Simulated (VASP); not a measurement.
InAs:

```
In As
1.0
     0.00000    2.87730    2.87730
     2.87730    0.00000    2.87730
     2.87730    2.87730    0.00000
In As
1 1
Direct
  0.50000 0.50000 0.50000
  0.00000 0.00000 0.00000
```

- Program: VASP 6.6.1
- Task: relaxation of cell and atoms
- Functional: PBEsol
- Dispersion: D3(BJ)
- Potentials or basis: VASP PAW PBE potentials, release 64 (In_d, As)
- Cutoff: 600 eV
- k mesh: 8 × 8 × 8
- Occupations: fermi-dirac, width 0.05 eV
- Spin: no spin polarisation

At the start: pressure -5.7 GPa; volume 23.82 Å³/atom.

Where does the relaxation end?

Over 3 steps the energy falls by 39.2 meV/atom and the volume is 21.79 Å³/atom (-8.5 %); space group Fm-3m (No. 225, to 0.1 Å) before and after.

The path:
```
step  energy change (eV)  largest force (eV/Å)  pressure (GPa)  volume (Å³)
   1              0.0000                0.0000           -5.69        47.64
   2             -0.0643                0.0000            3.05        42.04
   3             -0.0783                0.0000            0.02        43.58
```

Final structure:
```yaml
crystal:
  lattice:
    - [0.00000, 2.79305, 2.79305]
    - [2.79305, 0.00000, 2.79305]
    - [2.79305, 2.79305, 0.00000]
  atoms:
    - { symbol: In, position: [0.50000, 0.50000, 0.50000] }
    - { symbol: As, position: [0.00000, 0.00000, 0.00000] }
```

Caveat: the PAW data sets were made with another functional, which shifts forces and pressure a little.
